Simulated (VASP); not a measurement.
# Li (Cmcm) in VASP: further runs, part 2 of 3

VASP 6.6.1. Earlier steps stand in the parts before.

## (3) Single point, PBE+D3(BJ) (atoms displaced along a vibrational mode, the cell strained)

Input file INCAR:

```
PREC = Accurate ; ENCUT = 520
EDIFF = 1E-7 ; ISMEAR = 0
SIGMA = 0.15 ; LREAL = F
LASPH = T ; NELM = 60
ALGO = Fast ; ISIF = 2
LWAVE = F ; LCHARG = F
GGA = PE ; IVDW = 12
NBANDS = 10
```

Input file KPOINTS:

```
Automatic mesh
0
Gamma
  16 16 12
```

Input file POSCAR:

```
Li
1.0
    0.0000000000     -2.0712727313     -2.0712727313
    0.0000000000      2.0712727313     -2.0712727313
    4.1425454626      0.0000000000      0.0000000000
Li
2
Direct
    0.5813939166      0.4186060834      0.5000000000
   -0.0813939166      0.0813939166      0.0000000000
```

Potentials or basis: VASP PAW PBE potentials, release 64 (Li_sv).

The run is started by

```bash
cat potpaw_PBE.64/Li_sv/POTCAR > POTCAR
mpirun -np 1 vasp_std > vasp.out
```

OUTCAR:

```text
PREC = Accurate
   ENCUT = 520
   EDIFF = 1E-7
   ISMEAR = 0
   LREAL = F
   LASPH = T
   NELM = 60
   ISIF = 2
   GGA = PE
   IVDW = 12
 IVDW          = 12

 ion  position               nearest neighbor table
   1  0.581  0.419  0.500-   2 2.50   2 2.50
   2  0.919  0.081  0.000-   1 2.50   1 2.50

  LATTYP: Found a simple tetragonal cell.
 ALAT       =     2.9292219880
 C/A-ratio  =     1.4142135624

  Lattice vectors:

 A1 = (   0.0000000000,  -2.0712727313,  -2.0712727313)
 A2 = (   0.0000000000,   2.0712727313,  -2.0712727313)
 A3 = (   4.1425454626,   0.0000000000,   0.0000000000)

Analysis of symmetry for initial positions (statically):
=====================================================================
 Subroutine PRICEL returns:
 Original cell was already a primitive cell.

 Routine SETGRP: Setting up the symmetry group for a
 simple tetragonal supercell.

 Subroutine GETGRP returns: Found  8 space group operations
 (whereof  4 operations were pure point group operations)
 out of a pool of 16 trial point group operations.

The static configuration has the point symmetry C_2v.
 The point group associated with its full space group is D_2h.

Analysis of symmetry for dynamics (positions and initial velocities):
=====================================================================
 Subroutine PRICEL returns:
 Original cell was already a primitive cell.

 Routine SETGRP: Setting up the symmetry group for a
 simple tetragonal supercell.

 Subroutine GETGRP returns: Found  8 space group operations
 (whereof  4 operations were pure point group operations)
 out of a pool of 16 trial point group operations.

The dynamic configuration has the point symmetry C_2v.
 The point group associated with its full space group is D_2h.

 Subroutine INISYM returns: Found  8 space group operations
 (whereof  4 operations are pure point group operations),
 and found     1 'primitive' translations

[... 122 lines left out ...]
   IVDW    =    12    specifies the selected vdW correction
   LEPSILON=     F    determine dielectric tensor
   LRPA    =     F    only Hartree local field effects (RPA)
 non-spin polarized calculation
 RMM-DIIS sequential band-by-band and
 Gauss-broadening in eV      SIGMA  =   0.15
  energy-cutoff  :      520.00
  volume of cell :       35.54
 maximum number of plane-waves:       999
 NGX is ok and might be reduce to    24
   NGX = 11   NGY = 11   NGZ = 15

 number of electron       5.9999987 magnetization

 Free energy of the ion-electron system (eV)
  ---------------------------------------------------
  ext. energy  EPLUGINS =         0.00000000
  ---------------------------------------------------
  free energy    TOTEN  =        -3.59775244 eV

  energy without entropy =       -3.58785405  energy(sigma->0) =       -3.59280325

 E-fermi :   1.0716     XC(G=0):  -7.3704

 val. band max:        1.0691610167   @ k =   0.4375   0.1875   0.4167
 cond. band min:       1.0789848896   @ k =   0.5000   0.0000   0.0833
 fundamental gap:      0.0098238729
 Fermi energy:         1.0715987814

 k-point     1 :       0.0000    0.0000    0.0000
  band No.  band energies     occupation
      1     -45.4884      2.00000
      2     -45.4222      2.00000
      3      -2.6882      2.00000
      4       2.5051      0.00000
      5       6.2737      0.00000
      6      10.6175      0.00000
      7      10.7897      0.00000
      8      11.6587      0.00000
      9      13.7763      0.00000
     10      17.3827      0.00000
[... 287 lines left out ...]
 k-point    24 :       0.5000    0.0625    0.0000
  band No.  band energies     occupation
      1     -45.4686      2.00000
      2     -45.4208      2.00000
      3       0.0348      2.00000
      4       1.1081      0.73097
      5       5.9755      0.00000
      6       7.9477      0.00000
      7       8.9947      0.00000
      8      10.4780      0.00000
      9      13.6183      0.00000
     10      14.0468      0.00000

 [... further k-points ...]

------------------------ aborting loop because EDIFF is reached ----------------------------------------

 Edisp (eV)   -0.38780

 E8    (eV) :    -0.1618

  FORCE on cell =-STRESS in cart. coord.  units (eV):
  Direction    XX          YY          ZZ          XY          YZ          ZX
  --------------------------------------------------------------------------------------
  -------------------------------------------------------------------------------------
  Total       0.92125    -0.14216    -0.39319     0.00000     0.00000     0.00000
  in kB      41.52568    -6.40809   -17.72311     0.00000     0.00000     0.00000
  external pressure =        5.80 kB  Pullay stress =        0.00 kB

 VOLUME and BASIS-vectors are now :
 -----------------------------------------------------------------------------
  energy-cutoff  :      520.00
  volume of cell :       35.54
      direct lattice vectors                 reciprocal lattice vectors
     0.000000000 -2.071272731 -2.071272731     0.000000000 -0.241397471 -0.241397471
     0.000000000  2.071272731 -2.071272731     0.000000000  0.241397471 -0.241397471
     4.142545463  0.000000000  0.000000000     0.241397471  0.000000000  0.000000000

 POSITION                                       TOTAL-FORCE (eV/Angst)
 -----------------------------------------------------------------------------------
      2.07127     -0.33718     -2.07127         0.000000      0.530630      0.000000
      0.00000     -1.73409     -2.07127         0.000000     -0.530630      0.000000
 -----------------------------------------------------------------------------------
    total drift:                               -0.000000     -0.000000     -0.000000

  FREE ENERGIE OF THE ION-ELECTRON SYSTEM (eV)
  ---------------------------------------------------
  free  energy   TOTEN  =        -3.9855556567 eV

  energy  without entropy=       -3.9756572603  energy(sigma->0) =       -3.98060646
```

OSZICAR:

```text
N       E                     dE             d eps       ncg     rms          rms(c)
DAV:   1     0.146030184171E+02    0.14603E+02   -0.24912E+03 10220   0.546E+02
DAV:   2    -0.126479513776E+01   -0.15868E+02   -0.15497E+02 13136   0.995E+01
DAV:   3    -0.355802473471E+01   -0.22932E+01   -0.22744E+01 16658   0.301E+01
DAV:   4    -0.360116988891E+01   -0.43145E-01   -0.43050E-01 13472   0.434E+00
DAV:   5    -0.360150375154E+01   -0.33386E-03   -0.33383E-03 13546   0.372E-01    0.307E-01
RMM:   6    -0.359878729928E+01    0.27165E-02   -0.56910E-04 15366   0.140E-01    0.192E-01
RMM:   7    -0.359762679900E+01    0.11605E-02   -0.25541E-03 15631   0.303E-01    0.373E-02
RMM:   8    -0.359770594417E+01   -0.79145E-04   -0.67813E-04 17190   0.150E-01    0.601E-03
RMM:   9    -0.359774189235E+01   -0.35948E-04   -0.25021E-04 18286   0.889E-02    0.124E-02
RMM:  10    -0.359775531586E+01   -0.13424E-04   -0.76057E-05 17695   0.439E-02    0.289E-02
RMM:  11    -0.359775700299E+01   -0.16871E-05   -0.26986E-05 18252   0.268E-02    0.259E-02
RMM:  12    -0.359775533318E+01    0.16698E-05   -0.68470E-06 16961   0.115E-02    0.171E-02
RMM:  13    -0.359775439226E+01    0.94093E-06   -0.21576E-06 15605   0.622E-03    0.119E-02
RMM:  14    -0.359775347083E+01    0.92143E-06   -0.70374E-07 14567   0.442E-03    0.683E-03
RMM:  15    -0.359775264193E+01    0.82890E-06   -0.34780E-07 14202   0.429E-03    0.204E-03
RMM:  16    -0.359775247082E+01    0.17111E-06   -0.14954E-07 11798   0.315E-03    0.911E-04
RMM:  17    -0.359775244468E+01    0.26138E-07   -0.66881E-08 11420   0.249E-03
   1 F= -.39855557E+01 E0= -.39806065E+01  d E =-.989840E-02
```

Run time: 4 min. Hardware: 1 thread of Intel Xeon 8259CL, shared host; peak memory 0.26 GiB.

Results:

```yaml
Free_energy: -3.9856 eV
Largest_force: 0.531 eV/Å
Band_gap_on_the_k_mesh: zero (bands 3 and 4 overlap by 5.37 eV)
Dispersion_energy_per_atom: -0.194 eV
```

Forces on the atoms (eV/Å):
```
Li   0.000  0.531  0.000
Li   0.000 -0.531  0.000
```

Caveat: the cell differs from its parent crystal (atoms displaced along a vibrational mode, the cell strained); the cutoff is under 1.25 times the usual one of these potentials, so pressure, stress and relaxed cells hold a basis-set (Pulay) error.

## (4) Single point, PBE+D3(BJ) (atoms displaced along a vibrational mode)

Input file INCAR:

```
SYSTEM = Li
PREC = Accurate ; ENCUT = 520
EDIFF = 1E-6 ; ISMEAR = 0
SIGMA = 0.15 ; LREAL = .False.
LASPH = .True. ; NELM = 100
ALGO = Fast ; ISIF = 2
LWAVE = .False. ; LCHARG = .True.
GGA = PE ; IVDW = 12
LELF = .True. ; LVHAR = .True.
NBANDS = 10
```

Input file KPOINTS:

```
Automatic mesh
0
Gamma
  16 16 12
  0 0 0
```

Input file POSCAR:

```
Li
1.0
    0.0000000000     -2.0886081792     -2.0886081792
    0.0000000000      2.0886081792     -2.0886081792
    4.1772163584      0.0000000000      0.0000000000
Li
2
Direct
    0.5610454375      0.4389545625      0.5000000000
   -0.0610454375      0.0610454375      0.0000000000
```

The run is started by

```bash
cat potpaw_PBE.64/Li_sv/POTCAR > POTCAR
mpirun -np 1 vasp_std > vasp.out
```

It took 2.6 min on 1 thread of Intel Xeon 8259CL, shared host; peak memory 0.26 GiB.

The run converged. Its results:

| Item | Value |
| --- | --- |
| Free energy | -4.0678 eV |
| Largest force | 0.408 eV/Å |
| Band gap on the k mesh | zero (bands 3 and 4 overlap by 5.45 eV) |
| Dispersion energy per atom | -0.189 eV |

Forces on the atoms (eV/Å):
```
Li   0.000  0.408  0.000
Li   0.000 -0.408  0.000
```

Levels at points of the mesh, in eV from the Fermi level:
| k point | band 1 | band 2 | band 3 | band 4 | band 5 | band 6 |
| --- | --- | --- | --- | --- | --- | --- |
| (0.00, 0.00, 0.00) | -46.48 | -46.43 | -3.71 | 1.50 | 5.11 | 9.25 |
| (0.50, 0.00, 0.00) | -46.46 | -46.44 | -0.94 | -0.17 | 5.05 | 6.51 |
| (0.50, 0.50, 0.00) | -46.45 | -46.43 | 1.57 | 1.88 | 4.21 | 5.11 |
| (0.00, 0.00, 0.50) | -46.46 | -46.46 | -2.15 | -2.15 | 10.70 | 10.70 |
| (0.50, 0.00, 0.50) | -46.45 | -46.45 | -0.05 | -0.05 | 3.14 | 3.14 |
| (0.50, 0.50, 0.50) | -46.44 | -46.44 | 3.30 | 3.30 | 3.68 | 3.68 |

Caveat: the cell differs from its parent crystal (atoms displaced along a vibrational mode); the cutoff is under 1.25 times the usual one of these potentials, so pressure, stress and relaxed cells hold a basis-set (Pulay) error.

## (5) Single point, PBE+D3(BJ) (atoms displaced along a vibrational mode)

Input file INCAR:

```
PREC = Accurate
ENCUT = 520
EDIFF = 1E-7
ISMEAR = 0
SIGMA = 0.15
LREAL = F
LASPH = T
NELM = 80
ALGO = Fast
ISIF = 2
LWAVE = F
LCHARG = F
GGA = PE
IVDW = 12
NBANDS = 10
```

Input file KPOINTS:

```
Automatic mesh
0
Gamma
  16 16 12
```

Input file POSCAR:

```
Li
1.0
    0.0000000000     -2.0886081792     -2.0886081792
    0.0000000000      2.0886081792     -2.0886081792
    4.1772163584      0.0000000000      0.0000000000
Li
2
Direct
    0.5203484792      0.4796515208      0.5000000000
   -0.0203484792      0.0203484792      0.0000000000
```

The run is started by

```bash
cat potpaw_PBE.64/Li_sv/POTCAR > POTCAR
mpirun -np 1 vasp_std > vasp.out
```

Run time: 4 min. Hardware: 1 thread of Intel Xeon 8259CL, shared host; peak memory 0.26 GiB.

It converged, with:

```yaml
Free_energy: -4.1621 eV
Largest_force: 0.141 eV/Å
Band_gap_on_the_k_mesh: zero (bands 3 and 4 overlap by 5.78 eV)
Dispersion_energy_per_atom: -0.188 eV
```

Forces in eV/Å, atoms in the order of the input:
```
Li   0.000  0.141  0.000
Li   0.000 -0.141  0.000
```

Levels at points of the mesh, in eV from the Fermi level:
```tsv
k point	band 1	band 2	band 3	band 4	band 5	band 6	band 7	band 8
(0.00, 0.00, 0.00)	-46.36	-46.32	-3.69	1.61	5.11	9.09	9.10	11.28
(0.50, 0.00, 0.00)	-46.33	-46.33	-0.69	-0.43	5.58	6.07	8.71	9.12
(0.50, 0.50, 0.00)	-46.32	-46.32	1.61	1.65	4.99	5.11	8.96	9.06
(0.00, 0.00, 0.50)	-46.34	-46.34	-2.12	-2.12	11.03	11.03	11.08	11.08
(0.50, 0.00, 0.50)	-46.33	-46.33	-0.05	-0.05	3.28	3.28	13.59	13.59
(0.50, 0.50, 0.50)	-46.32	-46.32	3.66	3.66	3.73	3.73	4.75	4.75
```

Caveat: the cell differs from its parent crystal (atoms displaced along a vibrational mode); the cutoff is under 1.25 times the usual one of these potentials, so pressure, stress and relaxed cells hold a basis-set (Pulay) error.

(Part 2 of 3 ends here.)

The gap in the log of VASP goes by the Fermi energy; the results here count the filled bands.